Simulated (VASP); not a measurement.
Input of a VASP 6.6.1 run:

Contents of INCAR:

```
PREC = Accurate ; ENCUT = 520
EDIFF = 1E-7 ; ISMEAR = -1
SIGMA = 0.02 ; LREAL = F
LASPH = T ; NELM = 100
ALGO = Normal ; ISIF = 2
LWAVE = F ; LCHARG = T
GGA = PE ; LELF = T
LVHAR = T ; NBANDS = 26
```

Contents of KPOINTS:

```
Automatic mesh
0
Gamma
  12 12 4
```

The input POSCAR:

```
SiC
1.0
    3.0940311570      0.0000000000      0.0000000000
   -1.5470155785      2.6795095820      0.0000000000
    0.0000000000      0.0000000000     10.1290649855
Si C
4 4
Direct
    0.0000000000      0.0000000000     -0.0001500101
    0.3333333333      0.6666666667      0.2499054347
    0.0000000000      0.0000000000      0.4998499899
    0.6666666667      0.3333333333      0.7499054347
    0.0000000000      0.0000000000      0.1873051244
    0.3333333333      0.6666666667      0.4379394510
    0.0000000000      0.0000000000      0.6873051244
    0.6666666667      0.3333333333      0.9379394510
```

Potentials or basis: VASP PAW PBE potentials, release 64 (Si, C).

Command:

```bash
$ cat potpaw_PBE.64/Si/POTCAR potpaw_PBE.64/C/POTCAR > POTCAR
$ mpirun -np 1 vasp_std > vasp.out
```

Problem. Predict the band gap on the k mesh.

Solution. 2.22 eV, indirect (least direct gap 3.34 eV).

Problem. Estimate the pressure.

Solution. 0.0 GPa.

A k mesh can miss the band edges. As with any semilocal functional, this PBE gap is likely too small.
